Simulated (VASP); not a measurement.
# Li16H (a cell with a defect) in VASP: a series of runs

Runs on Li16H (a cell with a defect). Level: PBE. Tasks: single point.

Program: VASP 6.6.1. These are calculated values, not measurements. Logs are shortened: lines on timing, memory, paths and dates and some standing lists are left out, and cuts for length are marked.

## (1) The cell of the first run

The cell holds a defect, 17 atoms: a = 6.980 Å, b = 6.980 Å, c = 6.980 Å, α = 90.00°, β = 90.00°, γ = 90.00°.

## (2) Single point, PBE

The input, INCAR:

```
PREC = Accurate
ENCUT = 520
EDIFF = 1E-7
ISMEAR = 0
SIGMA = 0.1
LREAL = Auto
LASPH = True
NELM = 100
ALGO = Normal
ISIF = 2
LWAVE = False
LCHARG = False
GGA = PE
NBANDS = 38
```

The input, KPOINTS:

```
Automatic mesh
0
Gamma
  3 3 3
```

The input, POSCAR:

```
Li16H
1.0
    6.9800000000      0.0000000000      0.0000000000
    0.0000000000      6.9800000000      0.0000000000
    0.0000000000      0.0000000000      6.9800000000
Li H
16 1
Direct
    0.0227207736     -0.0042306590      0.0001055874
    0.4757150430     -0.0038035817      0.0000931232
   -0.0178236390      0.5200755014     -0.0001148997
    0.0079681948      0.0075690544      0.5001103152
    0.2503073066      0.2542485673      0.2276873926
    0.5163240688      0.5203011461     -0.0001077364
    0.4913048711      0.0071775072      0.5000964183
    0.7503018625      0.2420987106      0.2412700573
   -0.0128775072      0.4853872493      0.4999981375
    0.2495955587      0.7294302292      0.2674421203
    0.2503177650      0.2544063037      0.7718507163
    0.5121340974      0.4860565903      0.4999998567
    0.7500032951      0.7645246418      0.2611299427
    0.7503104585      0.2419989971      0.7585159026
    0.2495921203      0.7294952722      0.7321256447
    0.7499964183      0.7647206304      0.7386747851
    0.2490916905      0.1264359599     -0.0003073066
```

Potentials or basis: VASP PAW PBE potentials, release 64 (Li_sv, H).

Started as:

```
$ cat potpaw_PBE.64/Li_sv/POTCAR potpaw_PBE.64/H/POTCAR > POTCAR
$ mpirun -np 1 vasp_std > vasp.out
```

OUTCAR:

```text
PREC = Accurate
   ENCUT = 520
   EDIFF = 1E-7
   ISMEAR = 0
   LREAL = Auto
   LASPH = True
   NELM = 100
   ISIF = 2
   GGA = PE

 ion  position               nearest neighbor table
   1  0.023  0.996  0.000-
   2  0.476  0.996  0.000-
   3  0.982  0.520  1.000-
   4  0.008  0.008  0.500-
   5  0.250  0.254  0.228-
   6  0.516  0.520  1.000-
[... 9 lines left out ...]
  16  0.750  0.765  0.739-
  17  0.249  0.126  1.000-

  LATTYP: Found a simple cubic cell.
 ALAT       =     6.9800000000

  Lattice vectors:

 A1 = (   6.9800000000,   0.0000000000,   0.0000000000)
 A2 = (   0.0000000000,   6.9800000000,   0.0000000000)
 A3 = (   0.0000000000,   0.0000000000,   6.9800000000)

Analysis of symmetry for initial positions (statically):
=====================================================================
 Subroutine PRICEL returns:
 Original cell was already a primitive cell.

 Routine SETGRP: Setting up the symmetry group for a
 simple cubic supercell.

 Subroutine GETGRP returns: Found  1 space group operations
 (whereof  1 operations were pure point group operations)
 out of a pool of 48 trial point group operations.

The static configuration has the point symmetry C_1 .

Analysis of symmetry for dynamics (positions and initial velocities):
=====================================================================
 Subroutine PRICEL returns:
 Original cell was already a primitive cell.

 Routine SETGRP: Setting up the symmetry group for a
 simple cubic supercell.

 Subroutine GETGRP returns: Found  1 space group operations
 (whereof  1 operations were pure point group operations)
 out of a pool of 48 trial point group operations.

The dynamic configuration has the point symmetry C_1 .

 Subroutine INISYM returns: Found  1 space group operations
 (whereof  1 operations are pure point group operations),
 and found     1 'primitive' translations

----------------------------------------------------------------------------------------

                                     Primitive cell

  volume of cell :     340.0684

  direct lattice vectors                    reciprocal lattice vectors
     6.980000000  0.000000000  0.000000000     0.143266476  0.000000000  0.000000000
     0.000000000  6.980000000  0.000000000     0.000000000  0.143266476  0.000000000
     0.000000000  0.000000000  6.980000000     0.000000000  0.000000000  0.143266476

  length of vectors
     6.980000000  6.980000000  6.980000000     0.143266476  0.143266476  0.143266476

  position of ions in fractional coordinates (direct lattice)
     0.022720774  0.995769341  0.000105587
     0.475715043  0.996196418  0.000093123
     0.982176361  0.520075501  0.999885100
     0.007968195  0.007569054  0.500110315
     0.250307307  0.254248567  0.227687393
     0.516324069  0.520301146  0.999892264
[... 9 lines left out ...]
     0.749996418  0.764720630  0.738674785
     0.249091691  0.126435960  0.999692693

  ion indices of the primitive-cell ions
   primitive index   ion index
                 1           1
                 2           2
                 3           3
                 4           4
                 5           5
                 6           6
[... 9 lines left out ...]
                16          16
                17          17

----------------------------------------------------------------------------------------

 KPOINTS: Automatic mesh

Automatic generation of k-mesh.
 Grid dimensions read from file:
 generate k-points for:    3    3    3

 Generating k-lattice:

  Cartesian coordinates                     Fractional coordinates (reciprocal lattice)
     0.047755492  0.000000000  0.000000000     0.333333333  0.000000000  0.000000000
     0.000000000  0.047755492  0.000000000     0.000000000  0.333333333  0.000000000
     0.000000000  0.000000000  0.047755492     0.000000000  0.000000000  0.333333333

  Length of vectors
     0.047755492  0.047755492  0.047755492

  Shift w.r.t. Gamma in fractional coordinates (k-lattice)
     0.000000000  0.000000000  0.000000000

 Subroutine IBZKPT returns following result:
 ===========================================

 Found     14 irreducible k-points:

 Following reciprocal coordinates:
            Coordinates               Weight
  0.000000  0.000000  0.000000      1.000000
  0.333333  0.000000  0.000000      2.000000
  0.000000  0.333333  0.000000      2.000000
  0.000000  0.000000  0.333333      2.000000
  0.333333  0.333333  0.000000      2.000000
  0.000000  0.333333  0.333333      2.000000
  0.333333  0.000000  0.333333      2.000000
 -0.333333  0.333333  0.000000      2.000000
 -0.333333  0.000000  0.333333      2.000000
  0.000000 -0.333333  0.333333      2.000000
  0.333333  0.333333  0.333333      2.000000
 -0.333333  0.333333  0.333333      2.000000
 -0.333333 -0.333333  0.333333      2.000000
  0.333333 -0.333333  0.333333      2.000000
   k-points           NKPTS =     14   k-points in BZ     NKDIM =     14   number of bands    NBANDS=     38
   number of dos      NEDOS =    301   number of ions     NIONS =     17
   total plane-waves  NPLWV = 157464
   dimension x,y,z NGX =    54 NGY =   54 NGZ =   54
   dimension x,y,z NGXF=   108 NGYF=  108 NGZF=  108
   ions per type =              16   1
   NGX,Y,Z   is equivalent  to a cutoff of  12.86, 12.86, 12.86 a.u.
   NGXF,Y,Z  is equivalent  to a cutoff of  25.72, 25.72, 25.72 a.u.
 SYSTEM =  unknown system
   PREC   = accura    normal or accurate (medium, high low for compatibility)
   ISTART =      0    job   : 0-new  1-cont  2-samecut
   ICHARG =      2    charge: 1-file 2-atom 10-const
   ISPIN  =      1    spin polarized calculation?
   LNONCOLLINEAR =      F non collinear calculations
   LSORBIT =      F    spin-orbit coupling
   LASPH  =      T    aspherical Exc in radial PAW
   ENCUT  =  520.0 eV  38.22 Ry    6.18 a.u.  12.98 12.98 12.98*2*pi/ulx,y,z
   NELM   =    100;   NELMIN=  2; NELMDL= -5     # of ELM steps
   EDIFF  = 0.1E-06   stopping-criterion for ELM
   LREAL  =      T    real-space projection
   EDIFFG = 0.1E-05   stopping-criterion for IOM
   NSW    =      0    number of steps for IOM
   IBRION =     -1    ionic relax: 0-MD 1-quasi-New 2-CG
   NFREE  =      0    steps in history (QN), initial steepest desc. (CG)
   ISIF   =      2    stress and relaxation
   ISYM   =      2    0-nonsym 1-usesym 2-fastsym
   POTIM  = 0.5000    time-step for ionic-motion
   TEBEG  =    0.0;   TEEND  =   0.0 temperature during run
   PSTRESS=    0.0 pullay stress
   NELECT =      49.0000    total number of electrons
   NUPDOWN=      -1.0000    fix difference up-down
   EMIN   =  10.00;   EMAX   =-10.00  energy-range for DOS
   EFERMI =   0.00;   METHOD = LEGACY
   ISMEAR =     0;   SIGMA  =   0.10  broadening in eV -4-tet -1-fermi 0-gaus
   EFERMI_NEDOS =   21; number of points for ismear=-14 and -15
   IALGO  =     38    algorithm
   IMIX   =      4    mixing-type and parameters
     AMIX     =   0.40;   BMIX     =  1.00
     AMIX_MAG =   1.60;   BMIX_MAG =  1.00
  volume/ion in A,a.u.               =      20.00       134.99
  Fermi-wavevector in a.u.,A,eV,Ry     =   0.858258  1.621873 10.022155  0.736608
  Thomas-Fermi vector in A             =   1.975436
   LORBIT       =      0    0 simple, 1 ext, 2 COOP (PROOUT), +10 PAW based schemes
   GGA     = PE    functional components
   LHFCALC =     F    Hartree Fock is set to
   AEXX    =    0.0000 exact exchange contribution
   IVDW    =     0    specifies the selected vdW correction
   LEPSILON=     F    determine dielectric tensor
   LRPA    =     F    only Hartree local field effects (RPA)
 non-spin polarized calculation
 Gauss-broadening in eV      SIGMA  =   0.10
  energy-cutoff  :      520.00
  volume of cell :      340.07
 maximum number of plane-waves:      9180
 NGX is ok and might be reduce to    54
   NGX = 25   NGY = 25   NGZ = 25

 number of electron      48.9999980 magnetization

 Free energy of the ion-electron system (eV)
  ---------------------------------------------------
  ext. energy  EPLUGINS =         0.00000000
  ---------------------------------------------------
  free energy    TOTEN  =       -34.25558358 eV

  energy without entropy =      -34.19570946  energy(sigma->0) =      -34.22564652

 E-fermi :   0.5070     XC(G=0):  -6.9650

 val. band max:        0.5063659133   @ k =   0.3333   0.3333   0.0000
 cond. band min:       0.5412703999   @ k =   0.3333   0.0000   0.3333
 fundamental gap:      0.0349044866
 Fermi energy:         0.5070167919

 k-point     1 :       0.0000    0.0000    0.0000
  band No.  band energies     occupation
      1     -46.1422      2.00000
      2     -46.1383      2.00000
      3     -46.1336      2.00000
      4     -46.1333      2.00000
      5     -46.0707      2.00000
      6     -46.0666      2.00000
[... 28 lines left out ...]
     35       3.5935      0.00000
     36       3.7559      0.00000

 k-point     2 :       0.3333    0.0000    0.0000
  band No.  band energies     occupation
      1     -46.1414      2.00000
      2     -46.1394      2.00000
      3     -46.1334      2.00000
      4     -46.1332      2.00000
      5     -46.0705      2.00000
      6     -46.0666      2.00000
[... 28 lines left out ...]
     35       3.7579      0.00000
     36       3.7612      0.00000

 k-point     3 :       0.0000    0.3333    0.0000
  band No.  band energies     occupation
      1     -46.1422      2.00000
      2     -46.1383      2.00000
      3     -46.1336      2.00000
      4     -46.1333      2.00000
      5     -46.0707      2.00000
      6     -46.0666      2.00000
[... 28 lines left out ...]
     35       3.7489      0.00000
     36       3.7490      0.00000
[... 352 lines left out ...]
 k-point    13 :      -0.3333   -0.3333    0.3333
  band No.  band energies     occupation
      1     -46.1412      2.00000
      2     -46.1393      2.00000
      3     -46.1348      2.00000
      4     -46.1321      2.00000
      5     -46.0701      2.00000
      6     -46.0673      2.00000
[... 28 lines left out ...]
     35       3.6650      0.00000
     36       3.8424      0.00000

 k-point    14 :       0.3333   -0.3333    0.3333
  band No.  band energies     occupation
      1     -46.1412      2.00000
      2     -46.1393      2.00000
      3     -46.1348      2.00000
      4     -46.1321      2.00000
      5     -46.0700      2.00000
      6     -46.0673      2.00000
[... 28 lines left out ...]
     35       3.6652      0.00000
     36       3.8432      0.00000
 [bands above 36 left out]

------------------------ aborting loop because EDIFF is reached ----------------------------------------

  FORCE on cell =-STRESS in cart. coord.  units (eV):
  Direction    XX          YY          ZZ          XY          YZ          ZX
  --------------------------------------------------------------------------------------
  -------------------------------------------------------------------------------------
  Total       -1.3179474     -1.6377730     -1.3245340     -0.0038202      0.0024154      0.0000532
  in kB       -6.2092964     -7.7161032     -6.2403280     -0.0179983      0.0113799      0.0002507
  external PRESSURE =      -6.7219092 kB  Pullay stress =       0.0000000 kB

 VOLUME and BASIS-vectors are now :
 -----------------------------------------------------------------------------
  energy-cutoff  :      520.00
  volume of cell :      340.07
      direct lattice vectors                 reciprocal lattice vectors
     6.980000000  0.000000000  0.000000000     0.143266476  0.000000000  0.000000000
     0.000000000  6.980000000  0.000000000     0.000000000  0.143266476  0.000000000
     0.000000000  0.000000000  6.980000000     0.000000000  0.000000000  0.143266476

 POSITION                                       TOTAL-FORCE (eV/Angst)
 -----------------------------------------------------------------------------------
      0.15859      6.95047      0.00074         0.009319      0.001880     -0.001916
      3.32049      6.95345      0.00065        -0.000610     -0.004034     -0.001913
      6.85559      3.63013      6.97920         0.008978     -0.004710     -0.001181
      0.05562      0.05283      3.49077         0.005670      0.000697     -0.002201
      1.74715      1.77465      1.58926        -0.007476      0.005906     -0.006956
      3.60394      3.63170      6.97925         0.007451     -0.003631     -0.000881
[... 9 lines left out ...]
      5.23497      5.33775      5.15595        -0.004390     -0.005747      0.002786
      1.73866      0.88252      6.97785         0.004711     -0.000570      0.002189
 -----------------------------------------------------------------------------------
    total drift:                                0.006623      0.006138      0.000868

  FREE ENERGIE OF THE ION-ELECTRON SYSTEM (eV)
  ---------------------------------------------------
  free  energy   TOTEN  =       -34.2555835761 eV

  energy  without entropy=      -34.1957094591  energy(sigma->0) =      -34.22564652
```

It took 5.1 min on 1 thread of Intel Xeon Platinum 8488C (Sapphire Rapids), shared host; peak memory 0.41 GiB.

What came out:

| Property | Result |
| --- | --- |
| Free energy | -34.2556 eV |
| Largest force | 0.012 eV/Å |
| Band gap on the k mesh | zero (an odd number of electrons rules out a gap without spin polarisation) |

Forces on the atoms (eV/Å):
```
Li   0.009  0.002 -0.002
Li  -0.001 -0.004 -0.002
Li   0.009 -0.005 -0.001
Li   0.006  0.001 -0.002
Li  -0.007  0.006 -0.007
Li   0.007 -0.004 -0.001
Li   0.002  0.002 -0.003
Li  -0.010 -0.001  0.000
Li   0.005  0.005 -0.001
Li  -0.002  0.002 -0.001
Li  -0.007  0.004  0.009
Li   0.004 -0.001 -0.001
Li  -0.004 -0.003  0.001
Li  -0.010  0.000  0.002
Li  -0.002  0.002  0.004
Li  -0.004 -0.006  0.003
H    0.005 -0.001  0.002
```

Caveat: the cutoff is under 1.25 times the usual one of these potentials, so pressure, stress and relaxed cells hold a basis-set (Pulay) error.

## (3) Single point, PBE

The input, INCAR:

```
SYSTEM = Li16H
  PREC = Accurate
  ENCUT = 520
  EDIFF = 1E-7
  ISMEAR = 0
  SIGMA = 0.1
  LREAL = Auto
  LASPH = .TRUE.
  NELM = 60
  ALGO = Normal
  ISIF = 2
  LWAVE = .FALSE.
  LCHARG = .TRUE.
  GGA = PE
  LELF = .TRUE.
  LVHAR = .TRUE.
  NBANDS = 38
```

The input, KPOINTS:

```
regular mesh
0
G
  3 3 3
  0 0 0
```

POSCAR is that of step 2.

Potentials or basis: VASP PAW PBE potentials, release 64 (Li_sv, H).

Started as:

```
$ cat potpaw_PBE.64/Li_sv/POTCAR potpaw_PBE.64/H/POTCAR > POTCAR
$ mpirun -np 1 vasp_std > vasp.out
```

Run time: 5.3 min. Hardware: 1 thread of Intel Xeon Platinum 8488C (Sapphire Rapids), shared host; peak memory 0.41 GiB.

Results (log left out):

```
Free energy            : -34.2556 eV
Largest force          : 0.012 eV/Å
Band gap on the k mesh : zero (an odd number of electrons rules out a gap without spin polarisation)
```

Forces in eV/Å, atoms in the order of the input:
```
Li   0.009  0.002 -0.002
Li  -0.001 -0.004 -0.002
Li   0.009 -0.005 -0.001
Li   0.006  0.001 -0.002
Li  -0.007  0.006 -0.007
Li   0.007 -0.004 -0.001
Li   0.002  0.002 -0.003
Li  -0.010 -0.001  0.000
Li   0.005  0.005 -0.001
Li  -0.002  0.002 -0.001
Li  -0.007  0.004  0.009
Li   0.004 -0.001 -0.001
Li  -0.004 -0.003  0.001
Li  -0.010  0.000  0.002
Li  -0.002  0.002  0.004
Li  -0.004 -0.006  0.003
H    0.005 -0.001  0.002
```

Levels at points of the mesh, in eV from the Fermi level:
| k point | band 22 | band 23 | band 24 | band 25 | band 26 | band 27 |
| --- | --- | --- | --- | --- | --- | --- |
| (0.00, 0.00, 0.00) | -1.11 | -1.06 | -0.34 | 0.25 | 0.28 | 0.28 |

Caveat: the cutoff is under 1.25 times the usual one of these potentials, so pressure, stress and relaxed cells hold a basis-set (Pulay) error.

The gap in the log of VASP goes by the Fermi energy; the results here count the filled bands.